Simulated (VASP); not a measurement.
# LiC4 (Cmmm) in VASP: further runs

Runs on LiC4. Level: PBE. Tasks: single point, relaxation of cell and atoms.

Everything below comes from runs of VASP 6.6.1. Logs are shortened: lines on timing, memory, paths and dates and some standing lists are left out, and cuts for length are marked.

### 1 The cell of the first run

The structure is orthorhombic, space group Cmmm (No. 65). The conventional cell has a = 5.997 Å, b = 6.288 Å, c = 2.374 Å, α = 90.00°, β = 90.00°, γ = 90.00°. Li (site symmetry mmm) has 10 C at 2.32 to 3.10 Å and 2 Li at 2.37 Å within 3.1 Å. Within 2.1 Å of C (site symmetry m2m) lie 5 C at 1.56 to 1.74 Å. Within 2.3 Å of C (site symmetry 2mm) lie 5 C at 1.74 to 2.01 Å.

### 2 Single point, PBE

Input file INCAR:

```
PREC     = Accurate       # precision mode
ENCUT    = 520            # plane-wave cutoff, eV
EDIFF    = 1E-7           # SCF threshold, eV
ISMEAR   = 0              # smearing method
SIGMA    = 0.1            # smearing width, eV
LREAL    = False          # projectors in reciprocal space
LASPH    = True           # aspherical terms in the spheres
NELM     = 100            # most SCF steps
ALGO     = Normal         # electronic algorithm
ISIF     = 2              # what is computed and relaxed
LWAVE    = False          # write WAVECAR
LCHARG   = False          # write CHGCAR
GGA      = PE             # functional
NBANDS   = 18             # bands
```

Input file KPOINTS:

```
regular mesh
0
Gamma
  4 4 6
```

Input file POSCAR:

```
LiC4
1.0
    2.9984768755     -3.1440780155      0.0000000000
    2.9984768755      3.1440780155      0.0000000000
    0.0000000000      0.0000000000      2.3741441037
Li C
1 4
Direct
    0.0000000000      0.0000000000      0.0000000000
    0.6239896810      0.3760103190      0.0000000000
    0.3760103190      0.6239896810      0.0000000000
    0.6674876289      0.6674876289      0.5000000000
    0.3325123711      0.3325123711      0.5000000000
```

Potentials or basis: VASP PAW PBE potentials, release 64 (Li_sv, C).

Launch:

```bash
> cat potpaw_PBE.64/Li_sv/POTCAR potpaw_PBE.64/C/POTCAR > POTCAR
> mpirun -np 1 vasp_std > vasp.out
```

OUTCAR:

```text
PREC = Accurate
   ENCUT = 520
   EDIFF = 1E-7
   ISMEAR = 0
   LREAL = False
   LASPH = True
   NELM = 100
   ISIF = 2
   GGA = PE

 ion  position               nearest neighbor table
   1  0.000  0.000  0.000-   4 2.32   5 2.32   4 2.32   5 2.32
   2  0.624  0.376  0.000-   3 1.56   4 1.74   5 1.74   4 1.74   5 1.74
   3  0.376  0.624  0.000-   2 1.56   4 1.74   5 1.74   4 1.74   5 1.74
   4  0.667  0.667  0.500-   2 1.74   3 1.74   2 1.74   3 1.74   5 2.01   1 2.32   1 2.32
   5  0.333  0.333  0.500-   2 1.74   3 1.74   2 1.74   3 1.74   4 2.01   1 2.32   1 2.32

  LATTYP: Found a base centered orthorhombic cell.
 ALAT       =     5.9969537510
 B/A-ratio  =     1.0485583668
 C/A-ratio  =     0.3958916814

  Lattice vectors:

 A1 = (   2.9984768755,  -3.1440780155,   0.0000000000)
 A2 = (   2.9984768755,   3.1440780155,   0.0000000000)
 A3 = (   0.0000000000,   0.0000000000,   2.3741441037)

Analysis of symmetry for initial positions (statically):
=====================================================================
 Subroutine PRICEL returns:
 Original cell was already a primitive cell.

 Routine SETGRP: Setting up the symmetry group for a
 base centered orthorhombic supercell.

 Subroutine GETGRP returns: Found  8 space group operations
 (whereof  8 operations were pure point group operations)
 out of a pool of  8 trial point group operations.

The static configuration has the point symmetry D_2h.

Analysis of symmetry for dynamics (positions and initial velocities):
=====================================================================
 Subroutine PRICEL returns:
 Original cell was already a primitive cell.

 Routine SETGRP: Setting up the symmetry group for a
 base centered orthorhombic supercell.

 Subroutine GETGRP returns: Found  8 space group operations
 (whereof  8 operations were pure point group operations)
 out of a pool of  8 trial point group operations.

The dynamic configuration has the point symmetry D_2h.

 Subroutine INISYM returns: Found  8 space group operations
 (whereof  8 operations are pure point group operations),
 and found     1 'primitive' translations

----------------------------------------------------------------------------------------

                                     Primitive cell

  volume of cell :      44.7642

  direct lattice vectors                    reciprocal lattice vectors
     2.998476876 -3.144078015  0.000000000     0.166751328 -0.159029133  0.000000000
     2.998476876  3.144078015  0.000000000     0.166751328  0.159029133  0.000000000
     0.000000000  0.000000000  2.374144104     0.000000000  0.000000000  0.421204424

  length of vectors
     4.344662259  4.344662259  2.374144104     0.230426280  0.230426280  0.421204424

  position of ions in fractional coordinates (direct lattice)
     0.000000000  0.000000000  0.000000000
     0.623989681  0.376010319  0.000000000
     0.376010319  0.623989681  0.000000000
     0.667487629  0.667487629  0.500000000
     0.332512371  0.332512371  0.500000000

  ion indices of the primitive-cell ions
   primitive index   ion index
                 1           1
                 2           2
                 3           3
                 4           4
                 5           5

----------------------------------------------------------------------------------------

 KPOINTS: regular mesh

Automatic generation of k-mesh.
 Grid dimensions read from file:
 generate k-points for:    4    4    6

 Generating k-lattice:

  Cartesian coordinates                     Fractional coordinates (reciprocal lattice)
     0.041687832 -0.039757283  0.000000000     0.250000000  0.000000000  0.000000000
     0.041687832  0.039757283  0.000000000     0.000000000  0.250000000  0.000000000
     0.000000000  0.000000000  0.070200737     0.000000000  0.000000000  0.166666667

  Length of vectors
     0.057606570  0.057606570  0.070200737

  Shift w.r.t. Gamma in fractional coordinates (k-lattice)
     0.000000000  0.000000000  0.000000000

 Subroutine IBZKPT returns following result:
 ===========================================

 Found     28 irreducible k-points:

 Following reciprocal coordinates:
            Coordinates               Weight
  0.000000  0.000000  0.000000      1.000000
  0.250000  0.000000  0.000000      4.000000
  0.500000  0.000000  0.000000      2.000000
  0.250000  0.250000  0.000000      2.000000
  0.500000  0.250000  0.000000      4.000000
 -0.250000  0.250000  0.000000      2.000000
[... 16 lines left out ...]
  0.250000  0.000000  0.500000      4.000000
  0.500000  0.000000  0.500000      2.000000
 [... further k-points ...]
   k-points           NKPTS =     28   k-points in BZ     NKDIM =     28   number of bands    NBANDS=     18
   number of dos      NEDOS =    301   number of ions     NIONS =      5
   total plane-waves  NPLWV =  18432
   dimension x,y,z NGX =    32 NGY =   32 NGZ =   18
   dimension x,y,z NGXF=    64 NGYF=   64 NGZF=   36
   ions per type =               1   4
   NGX,Y,Z   is equivalent  to a cutoff of  12.24, 12.24, 12.60 a.u.
   NGXF,Y,Z  is equivalent  to a cutoff of  24.49, 24.49, 25.21 a.u.
 SYSTEM =  unknown system
   PREC   = accura    normal or accurate (medium, high low for compatibility)
   ISTART =      0    job   : 0-new  1-cont  2-samecut
   ICHARG =      2    charge: 1-file 2-atom 10-const
   ISPIN  =      1    spin polarized calculation?
   LNONCOLLINEAR =      F non collinear calculations
   LSORBIT =      F    spin-orbit coupling
   LASPH  =      T    aspherical Exc in radial PAW
   ENCUT  =  520.0 eV  38.22 Ry    6.18 a.u.   8.08  8.08  4.41*2*pi/ulx,y,z
   NELM   =    100;   NELMIN=  2; NELMDL= -5     # of ELM steps
   EDIFF  = 0.1E-06   stopping-criterion for ELM
   LREAL  =      F    real-space projection
   EDIFFG = 0.1E-05   stopping-criterion for IOM
   NSW    =      0    number of steps for IOM
   IBRION =     -1    ionic relax: 0-MD 1-quasi-New 2-CG
   NFREE  =      0    steps in history (QN), initial steepest desc. (CG)
   ISIF   =      2    stress and relaxation
   ISYM   =      2    0-nonsym 1-usesym 2-fastsym
   POTIM  = 0.5000    time-step for ionic-motion
   TEBEG  =    0.0;   TEEND  =   0.0 temperature during run
   PSTRESS=    0.0 pullay stress
   NELECT =      19.0000    total number of electrons
   NUPDOWN=      -1.0000    fix difference up-down
   EMIN   =  10.00;   EMAX   =-10.00  energy-range for DOS
   EFERMI =   0.00;   METHOD = LEGACY
   ISMEAR =     0;   SIGMA  =   0.10  broadening in eV -4-tet -1-fermi 0-gaus
   EFERMI_NEDOS =   21; number of points for ismear=-14 and -15
   IALGO  =     38    algorithm
   IMIX   =      4    mixing-type and parameters
     AMIX     =   0.40;   BMIX     =  1.00
     AMIX_MAG =   1.60;   BMIX_MAG =  1.00
  volume/ion in A,a.u.               =       8.95        60.42
  Fermi-wavevector in a.u.,A,eV,Ry     =   1.230313  2.324955 20.594737  1.513670
  Thomas-Fermi vector in A             =   2.365167
   LORBIT       =      0    0 simple, 1 ext, 2 COOP (PROOUT), +10 PAW based schemes
   GGA     = PE    functional components
   LHFCALC =     F    Hartree Fock is set to
   AEXX    =    0.0000 exact exchange contribution
   IVDW    =     0    specifies the selected vdW correction
   LEPSILON=     F    determine dielectric tensor
   LRPA    =     F    only Hartree local field effects (RPA)
 non-spin polarized calculation
 Gauss-broadening in eV      SIGMA  =   0.10
  energy-cutoff  :      520.00
  volume of cell :       44.76
 maximum number of plane-waves:      1225
   NGX = 17   NGY = 17   NGZ =  9

 number of electron      19.0000000 magnetization

 Free energy of the ion-electron system (eV)
  ---------------------------------------------------
  ext. energy  EPLUGINS =         0.00000000
  ---------------------------------------------------
  free energy    TOTEN  =       -27.74769961 eV

  energy without entropy =      -27.73842007  energy(sigma->0) =      -27.74305984

 E-fermi :   5.0558     XC(G=0): -10.4442

 val. band max:        5.0065250257   @ k =  -0.2500   0.2500   0.5000
 cond. band min:       5.0820853900   @ k =   0.5000   0.0000   0.1667
 fundamental gap:      0.0755603643
 Fermi energy:         5.0557935460

 k-point     1 :       0.0000    0.0000    0.0000
  band No.  band energies     occupation
      1     -41.1577      2.00000
      2     -17.3136      2.00000
      3      -8.1018      2.00000
      4      -5.8445      2.00000
      5      -2.6746      2.00000
      6      -0.9913      2.00000
[... 10 lines left out ...]
     17      14.4838      0.00000
     18      15.3504      0.00000

 k-point     2 :       0.2500    0.0000    0.0000
  band No.  band energies     occupation
      1     -41.1577      2.00000
      2     -17.2863      2.00000
      3      -8.2841      2.00000
      4      -6.0856      2.00000
      5      -2.2353      2.00000
      6      -0.4372      2.00000
[... 10 lines left out ...]
     17      14.4498      0.00000
     18      14.8461      0.00000

 k-point     3 :       0.5000    0.0000    0.0000
  band No.  band energies     occupation
      1     -41.1576      2.00000
      2     -17.2585      2.00000
      3      -8.4803      2.00000
      4      -6.2056      2.00000
      5      -2.0208      2.00000
      6      -0.0822      2.00000
[... 10 lines left out ...]
     17      14.4267      0.00000
     18      15.0519      0.00000

 k-point     4 :       0.2500    0.2500    0.0000
  band No.  band energies     occupation
      1     -41.1577      2.00000
      2     -17.2587      2.00000
      3      -8.4168      2.00000
      4      -6.3790      2.00000
      5      -1.5927      2.00000
      6      -0.0808      2.00000
[... 10 lines left out ...]
     17      14.4076      0.00000
     18      14.4518      0.00000

 k-point     5 :       0.5000    0.2500    0.0000
  band No.  band energies     occupation
      1     -41.1576      2.00000
      2     -17.2295      2.00000
      3      -8.5720      2.00000
      4      -6.5703      2.00000
      5      -1.2811      2.00000
      6      -0.1781      2.00000
[... 10 lines left out ...]
     17      14.0504      0.00000
     18      14.3085      0.00000

 k-point     6 :      -0.2500    0.2500    0.0000
  band No.  band energies     occupation
      1     -41.1576      2.00000
      2     -17.2576      2.00000
      3      -8.4156      2.00000
      4      -6.4064      2.00000
      5      -1.5074      2.00000
      6      -0.1472      2.00000
[... 307 lines left out ...]
 k-point    21 :       0.5000    0.5000    0.3333
  band No.  band energies     occupation
      1     -41.0987      2.00000
      2     -14.8505      2.00000
      3      -7.7829      2.00000
      4      -6.4551      2.00000
      5      -4.5440      2.00000
      6       0.1278      2.00000
[... 10 lines left out ...]
     17      13.4556      0.00000
     18      13.8541      0.00000

 k-point    22 :       0.0000    0.0000    0.5000
  band No.  band energies     occupation
      1     -41.0792      2.00000
      2     -12.5570      2.00000
      3     -11.3589      2.00000
      4      -3.9976      2.00000
      5      -2.2616      2.00000
      6      -1.5794      2.00000
[... 10 lines left out ...]
     17      11.9014      0.00000
     18      14.2073      0.00000

 k-point    23 :       0.2500    0.0000    0.5000
  band No.  band energies     occupation
      1     -41.0791      2.00000
      2     -12.5380      2.00000
      3     -11.3258      2.00000
      4      -4.0955      2.00000
      5      -2.5509      2.00000
      6      -1.6993      2.00000
[... 10 lines left out ...]
     17      12.7252      0.00000
     18      14.2201      0.00000

 k-point    24 :       0.5000    0.0000    0.5000
  band No.  band energies     occupation
      1     -41.0791      2.00000
      2     -12.5190      2.00000
      3     -11.2920      2.00000
      4      -4.1968      2.00000
      5      -2.8507      2.00000
      6      -1.7245      2.00000
[... 10 lines left out ...]
     17      13.6039      0.00000
     18      13.6726      0.00000

 [... further k-points ...]

------------------------ aborting loop because EDIFF is reached ----------------------------------------

  FORCE on cell =-STRESS in cart. coord.  units (eV):
  Direction    XX          YY          ZZ          XY          YZ          ZX
  --------------------------------------------------------------------------------------
  -------------------------------------------------------------------------------------
  Total       -0.0043773      0.0719975      0.0666887      0.0000000      0.0000000      0.0000000
  in kB       -0.1566715      2.5768971      2.3868866      0.0000000      0.0000000      0.0000000
  external PRESSURE =       1.6023707 kB  Pullay stress =       0.0000000 kB

 VOLUME and BASIS-vectors are now :
 -----------------------------------------------------------------------------
  energy-cutoff  :      520.00
  volume of cell :       44.76
      direct lattice vectors                 reciprocal lattice vectors
     2.998476876 -3.144078015  0.000000000     0.166751328 -0.159029133  0.000000000
     2.998476876  3.144078015  0.000000000     0.166751328  0.159029133  0.000000000
     0.000000000  0.000000000  2.374144104     0.000000000  0.000000000  0.421204424

 POSITION                                       TOTAL-FORCE (eV/Angst)
 -----------------------------------------------------------------------------------
      0.00000      0.00000      0.00000         0.000000      0.000000     -0.000000
      2.99848     -0.77967      0.00000         0.000000     -0.102741      0.000000
      2.99848      0.77967      0.00000         0.000000      0.102741      0.000000
      4.00289      0.00000      1.18707         0.052535      0.000000     -0.000000
      1.99406      0.00000      1.18707        -0.052535      0.000000     -0.000000
 -----------------------------------------------------------------------------------
    total drift:                                0.000000      0.000000      0.000000

  FREE ENERGIE OF THE ION-ELECTRON SYSTEM (eV)
  ---------------------------------------------------
  free  energy   TOTEN  =       -27.7476996076 eV

  energy  without entropy=      -27.7384200678  energy(sigma->0) =      -27.74305984
```

Wall time 6.7 s (1 thread of Intel Xeon 6975P-C (Granite Rapids), shared host); peak memory 0.15 GiB.

Results:

* Free energy: -27.7477 eV
* Largest force: 0.103 eV/Å

Forces on the atoms (eV/Å):
```
Li   0.000  0.000  0.000
C    0.000 -0.103  0.000
C    0.000  0.103  0.000
C    0.053  0.000  0.000
C   -0.053  0.000  0.000
```

Caveat: the k points lie up to 0.44 Å⁻¹ apart; the cutoff is under 1.25 times the usual one of these potentials, so pressure, stress and relaxed cells hold a basis-set (Pulay) error.

### 3 Single point, PBE

This run uses another cell than the first one, of 18.87 Å³/atom, 2.107 times its volume.

Input file INCAR:

```
PREC = Accurate ; ENCUT = 520
EDIFF = 1E-7 ; ISMEAR = 0
SIGMA = 0.1 ; LREAL = F
LASPH = T ; NELM = 100
ALGO = Normal ; ISIF = 2
LWAVE = F ; LCHARG = T
GGA = PE ; LELF = T
LVHAR = T ; NBANDS = 18
```

KPOINTS is that of step 2.

Input file POSCAR:

```
LiC4
1.0
    3.7160365700     -3.7160365700      0.0000000000
    3.7160365700      3.7160365700      0.0000000000
    0.0000000000      0.0000000000      3.4159250600
Li C
1 4
Direct
    0.0000000000      0.0000000000      0.0000000000
    0.6950000000      0.3050000000      0.0000000000
    0.3050000000      0.6950000000      0.0000000000
    0.8050000000      0.8050000000      0.5000000000
    0.1950000000      0.1950000000      0.5000000000
```

Potentials or basis: VASP PAW PBE potentials, release 64 (Li_sv, C).

Launch:

```bash
> cat potpaw_PBE.64/Li_sv/POTCAR potpaw_PBE.64/C/POTCAR > POTCAR
> mpirun -np 1 vasp_std > vasp.out
```

OUTCAR:

```text
PREC = Accurate
   ENCUT = 520
   EDIFF = 1E-7
   ISMEAR = 0
   LREAL = F
   LASPH = T
   NELM = 100
   ISIF = 2
   GGA = PE

 ion  position               nearest neighbor table
   1  0.000  0.000  0.000-   4 2.24   5 2.24   4 2.24   5 2.24   2 2.27   3 2.27
   2  0.695  0.305  0.000-   1 2.27
   3  0.305  0.695  0.000-   1 2.27
   4  0.805  0.805  0.500-   1 2.24   1 2.24
   5  0.195  0.195  0.500-   1 2.24   1 2.24

[... 706 lines left out ...]
  Direction    XX          YY          ZZ          XY          YZ          ZX
  --------------------------------------------------------------------------------------
  -------------------------------------------------------------------------------------
  Total       -8.8531615     -9.0573416     -7.0386298      0.0000000      0.0000000      0.0000000
  in kB     -150.3525100   -153.8200829   -119.5364680      0.0000000      0.0000000      0.0000000
  external PRESSURE =    -141.2363536 kB  Pullay stress =       0.0000000 kB

 VOLUME and BASIS-vectors are now :
 -----------------------------------------------------------------------------
  energy-cutoff  :      520.00
  volume of cell :       94.34
      direct lattice vectors                 reciprocal lattice vectors
     3.716036570 -3.716036570  0.000000000     0.134551959 -0.134551959  0.000000000
     3.716036570  3.716036570  0.000000000     0.134551959  0.134551959  0.000000000
     0.000000000  0.000000000  3.415925060     0.000000000  0.000000000  0.292746469

 POSITION                                       TOTAL-FORCE (eV/Angst)
 -----------------------------------------------------------------------------------
      0.00000      0.00000      0.00000        -0.000000      0.000000      0.000000
      3.71604     -1.44925      0.00000        -0.000000      0.533312      0.000000
      3.71604      1.44925      0.00000        -0.000000     -0.533312      0.000000
      5.98282      0.00000      1.70796         0.184517      0.000000      0.000000
      1.44925      0.00000      1.70796        -0.184517      0.000000      0.000000
 -----------------------------------------------------------------------------------
    total drift:                               -0.000000     -0.000000     -0.000000

  FREE ENERGIE OF THE ION-ELECTRON SYSTEM (eV)
  ---------------------------------------------------
  free  energy   TOTEN  =       -14.0715608445 eV

  energy  without entropy=      -14.0451385965  energy(sigma->0) =      -14.05834972
```

stdout:

```text
POSCAR found type information on POSCAR LiC
 POSCAR found :  2 types and       5 ions
 scaLAPACK will be used
 LDA part: xc-table for (Slater+PW92), standard interpolation
 POSCAR, INCAR and KPOINTS ok, starting setup
 FFT: planning ... GRIDC
 FFT: planning ... GRID_SOFT
 FFT: planning ... GRID
 WAVECAR not read
 entering main loop
```

Wall time 18 s (1 thread of Intel Xeon 6975P-C (Granite Rapids), shared host); peak memory 0.2 GiB.

Results:

```yaml
Free_energy: -14.0716 eV
Largest_force: 0.533 eV/Å
```

Forces in eV/Å, atoms in the order of the input:
```
Li   0.000  0.000  0.000
C    0.000  0.533  0.000
C    0.000 -0.533  0.000
C    0.185  0.000  0.000
C   -0.185  0.000  0.000
```

Caveat: the cutoff is under 1.25 times the usual one of these potentials, so pressure, stress and relaxed cells hold a basis-set (Pulay) error.

(Continued in part 2 of 2.)
